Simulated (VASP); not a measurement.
# BaTiO3 (Cm) in VASP: further runs, part 2 of 2

VASP 6.6.1. Earlier steps stand in the parts before.

**4. Single point, r2SCAN (the part above a cut slid along it)**

File POSCAR:

```
BaTiO3
1.0
    2.8400536680     -1.6397057497     -2.3314328258
    0.0000000000      3.2794114995     -2.3314328258
   10.4136247845      6.0123090726      3.8855659476
Ba Ti O
3 3 9
Direct
    0.4961709353      0.4961709353      0.7515283674
    0.9406376019      0.9406376019      0.0848617007
    0.7184042686      0.7184042686      0.4181950341
   -0.1314003498     -0.1314003498      0.9226826165
    0.3130663169      0.3130663169      0.2560159498
    0.0908329835      0.0908329835      0.5893492831
   -0.0990182596     -0.5894243495      0.9138512176
    0.3454484071     -0.1449576828      0.2471845509
    0.1232150738     -0.3671910161      0.5805178843
   -0.5894243495     -0.0990182596      0.9138512176
   -0.1449576828      0.3454484071      0.2471845509
   -0.3671910161      0.1232150738      0.5805178843
    0.4586971604      0.4586971604      0.0773199142
    0.2364638270      0.2364638270      0.4106532476
    0.0142304937      0.0142304937      0.7439865809
```

File INCAR.step1:

```
SYSTEM = BaTiO3
PREC     = Accurate       ! precision mode
ENCUT    = 520            ! plane-wave cutoff, eV
ISMEAR   = 0              ! smearing method
SIGMA    = 0.05           ! smearing width, eV
LREAL    = Auto         
LASPH    = .True.         ! aspherical terms in the spheres
NELM     = 80             ! most SCF steps
NBANDS   = 73             ! bands
GGA      = PE             ! functional
ALGO     = Normal         ! electronic algorithm
EDIFF    = 1E-4           ! SCF threshold, eV
LWAVE    = .True.         ! write WAVECAR
LCHARG   = .False.        ! write CHGCAR
```

File INCAR.step2:

```
SYSTEM = BaTiO3
PREC     = Accurate       ! precision mode
ENCUT    = 520            ! plane-wave cutoff, eV
EDIFF    = 1E-7           ! SCF threshold, eV
ISMEAR   = 0              ! smearing method
SIGMA    = 0.05           ! smearing width, eV
LREAL    = Auto         
LASPH    = .True.         ! aspherical terms in the spheres
NELM     = 80             ! most SCF steps
ALGO     = Normal         ! electronic algorithm
ISIF     = 2              ! what is computed and relaxed
LWAVE    = .False.        ! write WAVECAR
LCHARG   = .False.        ! write CHGCAR
METAGGA  = R2SCAN         ! meta-GGA
LMIXTAU  = .True.       
NBANDS   = 73             ! bands
ISTART   = 1
```

File KPOINTS:

```
Automatic mesh
0
Gamma
  6 6 2
  0 0 0
```

Potentials or basis: VASP PAW PBE potentials, release 64 (Ba_sv, Ti_sv, O).

Launch:

```console
$ cat potpaw_PBE.64/Ba_sv/POTCAR potpaw_PBE.64/Ti_sv/POTCAR potpaw_PBE.64/O/POTCAR > POTCAR
$ cp INCAR.step1 INCAR
$ mpirun -np 1 vasp_std > vasp.out
$ cp INCAR.step2 INCAR
$ mpirun -np 1 vasp_std > vasp.out
```

OUTCAR:

```text
SYSTEM = BaTiO3
   PREC = Accurate
   ENCUT = 520
   EDIFF = 1E-7
   ISMEAR = 0
   LREAL = Auto
   LASPH = .True.
   NELM = 80
   ISIF = 2
   METAGGA = R2SCAN
   ISTART = 1

 ion  position               nearest neighbor table
   1  0.496  0.496  0.752-   7 2.78  10 2.78  15 2.78   9 2.84  12 2.84   7 2.84  10 2.84  15 2.84
                            15 2.84  15 2.93   9 2.93  12 2.93   6 3.40   4 3.45   6 3.45   6 3.45
   2  0.941  0.941  0.085-   4 2.21  10 2.59   7 2.59  13 2.78   8 2.78  11 2.78  13 2.84  13 2.84
                             8 2.84  11 2.84  13 2.93   5 3.45   5 3.51   5 3.51   5 3.59   3 4.02
   3  0.718  0.718  0.418-   9 2.78  12 2.78  14 2.78  14 2.84  14 2.84   9 2.84  12 2.84   8 2.84
                            11 2.84  14 2.93   8 2.93  11 2.93   5 3.40   6 3.45   5 3.45   5 3.45
   4  0.869  0.869  0.923-  10 1.87   7 1.87  10 2.16   7 2.16  15 2.16   2 2.21   1 3.45   1 3.51
                             1 3.51   1 3.59
   5  0.313  0.313  0.256-  11 1.87   8 1.87  14 1.87  11 2.16   8 2.16  13 2.16   3 3.40   3 3.45
                             3 3.45   2 3.45   2 3.51   2 3.51   3 3.51   2 3.59
   6  0.091  0.091  0.589-  12 1.87   9 1.87  15 1.87  14 2.16  12 2.16   9 2.16   1 3.40   3 3.45
                             1 3.45   1 3.45   3 3.51   3 3.51   1 3.51   3 3.59
   7  0.901  0.411  0.914-   4 1.87   4 2.16   2 2.59   1 2.78   1 2.84
   8  0.345  0.855  0.247-   5 1.87   5 2.16   2 2.78   2 2.84   3 2.84   3 2.93
   9  0.123  0.633  0.581-   6 1.87   6 2.16   3 2.78   1 2.84   3 2.84   1 2.93
  10  0.411  0.901  0.914-   4 1.87   4 2.16   2 2.59   1 2.78   1 2.84
  11  0.855  0.345  0.247-   5 1.87   5 2.16   2 2.78   2 2.84   3 2.84   3 2.93
  12  0.633  0.123  0.581-   6 1.87   6 2.16   3 2.78   1 2.84   3 2.84   1 2.93
  13  0.459  0.459  0.077-   5 2.16   2 2.78   2 2.84   2 2.84   2 2.93
  14  0.236  0.236  0.411-   5 1.87   6 2.16   3 2.78   3 2.84   3 2.84   3 2.93
  15  0.014  0.014  0.744-   6 1.87   4 2.16   1 2.78   1 2.84   1 2.84   1 2.93

  LATTYP: Found a base centered monoclinic cell.
 ALAT       =     5.7006013602
 B/A-ratio  =     0.9964049364
 C/A-ratio  =     2.1452544532
 COS(beta)  =    -0.1603846124

  Lattice vectors:

 A1 = (   2.8400536680,  -1.6397057497,  -2.3314328258)
 A2 = (   0.0000000000,   3.2794114995,  -2.3314328258)
 A3 = (   7.5735711165,   4.3726033228,   8.5484315992)

Analysis of symmetry for initial positions (statically):
=====================================================================
 Subroutine PRICEL returns:
 Original cell was already a primitive cell.

 Routine SETGRP: Setting up the symmetry group for a
 base centered monoclinic supercell.

 Subroutine GETGRP returns: Found  2 space group operations
 (whereof  2 operations were pure point group operations)
 out of a pool of  4 trial point group operations.

The static configuration has the point symmetry C_1h.

Analysis of symmetry for dynamics (positions and initial velocities):
=====================================================================
 Subroutine PRICEL returns:
 Original cell was already a primitive cell.

 Routine SETGRP: Setting up the symmetry group for a
 base centered monoclinic supercell.

 Subroutine GETGRP returns: Found  2 space group operations
 (whereof  2 operations were pure point group operations)
 out of a pool of  4 trial point group operations.

The dynamic configuration has the point symmetry C_1h.

 Subroutine INISYM returns: Found  2 space group operations
[... 115 lines left out ...]
   ISTART =      1    job   : 0-new  1-cont  2-samecut
   ICHARG =      0    charge: 1-file 2-atom 10-const
   ISPIN  =      1    spin polarized calculation?
   LNONCOLLINEAR =      F non collinear calculations
   LSORBIT =      F    spin-orbit coupling
   LASPH  =      T    aspherical Exc in radial PAW
   ENCUT  =  520.0 eV  38.22 Ry    6.18 a.u.   7.48  7.48 23.50*2*pi/ulx,y,z
   NELM   =     80;   NELMIN=  2; NELMDL=  0     # of ELM steps
   EDIFF  = 0.1E-06   stopping-criterion for ELM
   LREAL  =      T    real-space projection
   EDIFFG = 0.1E-05   stopping-criterion for IOM
   NSW    =      0    number of steps for IOM
   IBRION =     -1    ionic relax: 0-MD 1-quasi-New 2-CG
   NFREE  =      0    steps in history (QN), initial steepest desc. (CG)
   ISIF   =      2    stress and relaxation
   ISYM   =      2    0-nonsym 1-usesym 2-fastsym
   POTIM  = 0.5000    time-step for ionic-motion
   TEBEG  =    0.0;   TEEND  =   0.0 temperature during run
   PSTRESS=    0.0 pullay stress
   NELECT =     120.0000    total number of electrons
   NUPDOWN=      -1.0000    fix difference up-down
   EMIN   =  10.00;   EMAX   =-10.00  energy-range for DOS
   EFERMI =   0.00;   METHOD = LEGACY
   ISMEAR =     0;   SIGMA  =   0.05  broadening in eV -4-tet -1-fermi 0-gaus
   EFERMI_NEDOS =   21; number of points for ismear=-14 and -15
   IALGO  =     38    algorithm
   IMIX   =      4    mixing-type and parameters
     AMIX     =   0.40;   BMIX     =  1.00
     AMIX_MAG =   1.60;   BMIX_MAG =  1.00
  volume/ion in A,a.u.               =      13.03        87.92
  Fermi-wavevector in a.u.,A,eV,Ry     =   1.391466  2.629490 26.343298  1.936178
  Thomas-Fermi vector in A             =   2.515302
   LORBIT       =      0    0 simple, 1 ext, 2 COOP (PROOUT), +10 PAW based schemes
   METAGGA = R2SCAN    functional components
   LHFCALC =     F    Hartree Fock is set to
   AEXX    =    0.0000 exact exchange contribution
   IVDW    =     0    specifies the selected vdW correction
   LEPSILON=     F    determine dielectric tensor
   LRPA    =     F    only Hartree local field effects (RPA)
 non-spin polarized calculation
 Gauss-broadening in eV      SIGMA  =   0.05
  energy-cutoff  :      520.00
  volume of cell :      195.43
 maximum number of plane-waves:      5299
 NGX is ok and might be reduce to    30
   NGX = 15   NGY = 15   NGZ = 47

 number of electron     119.9999998 magnetization

 Free energy of the ion-electron system (eV)
  ---------------------------------------------------
  ext. energy  EPLUGINS =         0.00000000
  ---------------------------------------------------
  free energy    TOTEN  =      -215.42232758 eV

  energy without entropy =     -215.42232758  energy(sigma->0) =     -215.42232758

 E-fermi :   4.4622     XC(G=0): -11.8025

 val. band max:        4.1633459900   @ k =   0.5000   0.5000   0.5000
 cond. band min:       4.7541886667   @ k =  -0.0000   0.0000   0.5000
 fundamental gap:      0.5908426767
 Fermi energy:         4.4621688007

 k-point     1 :       0.0000    0.0000    0.0000
  band No.  band energies     occupation
      1     -56.0931      2.00000
      2     -55.3522      2.00000
      3     -54.7568      2.00000
      4     -31.9451      2.00000
      5     -31.1585      2.00000
      6     -31.0761      2.00000
[... 1789 lines left out ...]
     71       9.5504      0.00000
     72      10.0942      0.00000

 [... further k-points ...]

 [bands above 72 left out]

------------------------ aborting loop because EDIFF is reached ----------------------------------------

  FORCE on cell =-STRESS in cart. coord.  units (eV):
  Direction    XX          YY          ZZ          XY          YZ          ZX
  --------------------------------------------------------------------------------------
  -------------------------------------------------------------------------------------
  Total       19.1545549      5.2690364     -4.5481486     12.0252117      3.6536526      6.3282955
  in kB      157.0343887     43.1970316    -37.2869922     98.5860431     29.9536643     51.8811331
  external PRESSURE =      54.3148094 kB  Pullay stress =       0.0000000 kB

 VOLUME and BASIS-vectors are now :
 -----------------------------------------------------------------------------
  energy-cutoff  :      520.00
  volume of cell :      195.43
      direct lattice vectors                 reciprocal lattice vectors
     2.840053668 -1.639705750 -2.331432826     0.136928164 -0.124232995 -0.174747094
     0.000000000  3.279411500 -2.331432826    -0.039124848  0.180699765 -0.174747094
    10.413624784  6.012309073  3.885565948     0.058684337  0.033881418  0.047657865

 POSITION                                       TOTAL-FORCE (eV/Angst)
 -----------------------------------------------------------------------------------
      9.23529      5.33200      0.60653         0.172176      0.099406      0.047317
      3.55518      2.05258     -4.05633        10.286199      5.938740      1.950659
      6.39523      3.69229     -1.72490        -0.141387     -0.081630     -0.139239
     12.07534      6.97170     -0.46502       -11.237881     -6.488193     -0.212767
      3.55518      2.05258     -0.46502        -1.202932     -0.694513     -1.388988
      6.39523      3.69229      1.86641        -0.656986     -0.379311     -0.627565
     12.07534      5.36346      0.49302        -0.213670     -0.655347     -1.201673
      3.55518      3.72375     -1.83841        -0.051912     -0.067303      0.252405
      6.39523      5.36346      0.49302         0.146658      0.041995      0.161326
     10.68256      7.77582      0.49302        -0.674382      0.142630     -1.201673
      5.00245      1.21700     -1.83841        -0.084242     -0.011306      0.252405
      7.84251      2.85671      0.49302         0.109698      0.106012      0.161326
      2.10791      1.21700     -1.83841         2.030327      1.172210      0.690800
      4.94796      2.85671      0.49302         0.761481      0.439641      0.526094
      7.78801      4.49641      2.82445         0.756855      0.436970      0.729574
 -----------------------------------------------------------------------------------
    total drift:                                0.016666      0.009622      0.002341

  FREE ENERGIE OF THE ION-ELECTRON SYSTEM (eV)
  ---------------------------------------------------
  free  energy   TOTEN  =      -215.4223275764 eV

  energy  without entropy=     -215.4223275764  energy(sigma->0) =     -215.42232758
```

It took 20 min on 1 thread of AMD EPYC 9R45 (Zen 5), shared host; peak memory 0.41 GiB.

Results:

```
Free energy            : -215.4223 eV
Pressure               : 5.4 GPa
Largest force          : 12.978 eV/Å
Band gap on the k mesh : 0.59 eV (least direct gap 0.83 eV)
```

Forces on the atoms (eV/Å):
```
Ba    0.172   0.099   0.047
Ba   10.286   5.939   1.951
Ba   -0.141  -0.082  -0.139
Ti  -11.238  -6.488  -0.213
Ti   -1.203  -0.695  -1.389
Ti   -0.657  -0.379  -0.628
O    -0.214  -0.655  -1.202
O    -0.052  -0.067   0.252
O     0.147   0.042   0.161
O    -0.674   0.143  -1.202
O    -0.084  -0.011   0.252
O     0.110   0.106   0.161
O     2.030   1.172   0.691
O     0.761   0.440   0.526
O     0.757   0.437   0.730
```

Levels at points of the mesh, in eV from the valence-band top:
```csv
k point,band 56,band 57,band 58,band 59,band 60,band 61,band 62,band 63,band 64,band 65
"(0.00, 0.00, 0.00)",-1.58,-1.45,-0.65,-0.30,-0.22,0.62,0.85,1.75,1.96,2.08
"(0.50, 0.00, 0.00)",-1.79,-1.34,-1.05,-0.50,-0.34,1.21,2.05,2.21,2.63,2.86
"(0.50, 0.50, 0.00)",-1.01,-0.71,-0.56,-0.41,-0.03,2.06,2.10,2.74,3.24,3.45
"(0.00, 0.00, 0.50)",-1.61,-1.43,-0.74,-0.34,-0.31,0.59,0.89,1.76,1.96,2.21
"(0.50, 0.00, 0.50)",-1.81,-1.38,-1.00,-0.52,-0.29,1.18,2.04,2.17,2.65,2.84
"(0.50, 0.50, 0.50)",-1.01,-0.72,-0.59,-0.42,0.00,2.07,2.09,2.75,3.26,3.47
```

Caveat: the cell differs from its parent crystal (the part above a cut slid along it); the stress differs along the axes, from -4 to 16 GPa; the PAW data sets were made with another functional, which shifts forces and pressure a little; spin-orbit coupling is left out, which moves the levels of the heavy elements. A k mesh can miss the band edges.

**5. Summary**

```tsv
cell	gap on the mesh (eV)	pressure (GPa)	largest force (eV/Å)
a = 4.024, b = 4.024, c = 12.078 Å, angles 88.6, 88.6, 89.8°, 15 atoms	2.58	1.8	1.78
a = 4.024, b = 4.024, c = 12.785 Å, angles 76.5, 76.5, 89.8°, 15 atoms	1.04	3.6	6.49
a = 4.024, b = 4.024, c = 12.637 Å, angles 77.9, 77.9, 89.8°, 15 atoms	0.59	5.4	12.98
```

Alike in all rows: task single point; level r2SCAN; potentials or basis VASP PAW PBE potentials, release 64 (Ba_sv, Ti_sv, O); no spin polarisation; k mesh 6 × 6 × 2; cutoff (eV) 520; smearing gaussian 0.05 eV.

Caveats: the PAW data sets were made with another functional, which shifts forces and pressure a little; spin-orbit coupling is left out, which moves the levels of the heavy elements; the stress differs along the axes, from -2 to 7 GPa (at least some runs); the stress differs along the axes, from -5 to 11 GPa (at least some runs); the stress differs along the axes, from -4 to 16 GPa (at least some runs).

Total energies depend on the potentials used, so only differences within one code and one set of settings carry meaning.
